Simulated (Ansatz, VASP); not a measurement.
One calculation of Hf2HC, two programs

The input INCAR:

```
SYSTEM = Hf2HC
ALGO = Normal ; EDIFF = 1E-6
ENCUT = 520 ; GGA = PS
ISIF = 2 ; ISMEAR = 0
LASPH = .True. ; LCHARG = .True.
LELF = .True. ; LREAL = .False.
LVHAR = .True. ; LWAVE = .False.
NBANDS = 20 ; NELM = 60
PREC = Accurate ; SIGMA = 0.1
```

File KPOINTS:

```
k-points
0
Gamma
  15 15 15
  0 0 0
```

Contents of POSCAR:

```
Hf2HC
1.0
    1.6342570021      0.9435387200      4.6765220582
   -1.6342570021      0.9435387200      4.6765220582
    0.0000000000     -1.8870774402      4.6765220582
Hf H C
2 1 1
Direct
    0.7527115918      0.7527115918      0.7527115918
    0.2472884082      0.2472884082      0.2472884082
    0.0000000000      0.0000000000      0.0000000000
    0.5000000000      0.5000000000      0.5000000000
```

Input for Ansatz:

```yaml
crystal:
  lattice:
    - [1.6342570021, 0.94353872, 4.6765220582]
    - [-1.6342570021, 0.94353872, 4.6765220582]
    - [0.0, -1.8870774402, 4.6765220582]
  atoms:
    - { symbol: Hf, position: [0.7527115918, 0.7527115918, 0.7527115918] }
    - { symbol: Hf, position: [0.2472884082, 0.2472884082, 0.2472884082] }
    - { symbol: H, position: [0.0, 0.0, 0.0] }
    - { symbol: C, position: [0.5, 0.5, 0.5] }
basis:
  ecutwfc: 420
kpoints:
  mp_grid: { grid: [15, 15, 15] }
hamiltonian:
  xc: pbesol
scf:
  occupations: { method: gaussian, width: 0.1 }
output:
  forces: true
  stress: true
  eigenvalues: true
```

Alike in both runs: task single point; functional PBEsol; k mesh 15 × 15 × 15; occupations gaussian, width 0.1 eV; no spin polarisation.

|  | VASP | Ansatz |
| --- | --- | --- |
| version | VASP 6.6.1 | Ansatz 0.2.0 |
| potentials or method | VASP PAW PBE potentials, release 64 (Hf_pv, H, C), cutoff 520 eV | scalar-relativistic, plane waves, PAW |
| valence electrons in the cell | 25 | 57 |

Ansatz gave:

- gap on the k mesh at the Fermi level (eV): none
- pressure (GPa): 20.4
- traceless stress, the component that is largest in VASP (GPa): 11.65
- rms of the force components (eV/Å): 0.031

Problem. What did VASP give for the same quantities?

Solution. gap on the k mesh at the Fermi level (eV): none; pressure (GPa): 20.1; traceless stress, the component that is largest in VASP (GPa): 11.60; rms of the force components (eV/Å): 0.050.

VASP's potentials were made for PBE, not for PBEsol. Atom by atom the forces differ by 0.018 eV/Å (rms over components). A gap of «none» marks a metal or a gap that the smearing closes. VASP's potentials hold 25 valence electrons a cell and Ansatz's 57, so a difference there can come from the potentials and not from the codes.

Spin-orbit coupling is off throughout.
